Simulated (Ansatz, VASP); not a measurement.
# TaN in VASP and in Ansatz

```
CELL_PARAMETERS angstrom
3.05000 0.00000 0.00000
-1.52500 2.64138 0.00000
0.00000 0.00000 4.94000
ATOMIC_POSITIONS crystal
Ta 0.33333 0.66667 0.00000
Ta 0.66667 0.33333 0.50000
N 0.33333 0.66667 0.38500
N 0.66667 0.33333 0.88500
```

Alike in both runs: task single point; functional PBE; k mesh 12 × 12 × 6; occupations gaussian, width 0.1 eV; no spin polarisation.

|  | VASP | Ansatz |
| --- | --- | --- |
| version | VASP 6.6.1 | Ansatz 0.2.0 |
| potentials or method | VASP PAW PBE potentials, release 64 (Ta_pv, N), cutoff 520 eV | scalar-relativistic, plane waves, PAW |
| valence electrons in the cell | 32 | 36 |

Ansatz gave:

```
gap on the k mesh at the Fermi level (eV) : none
rms of the force components (eV/Å)        : 1.390
```

Task: Which values does VASP return?

Result: gap on the k mesh at the Fermi level (eV): none; rms of the force components (eV/Å): 1.412.

Atom by atom the forces differ by 0.022 eV/Å (rms over components). A gap of «none» marks a metal or a gap that the smearing closes. VASP's potentials hold 32 valence electrons a cell and Ansatz's 36, so a difference there can come from the potentials and not from the codes.

Neither program's run includes spin-orbit coupling.
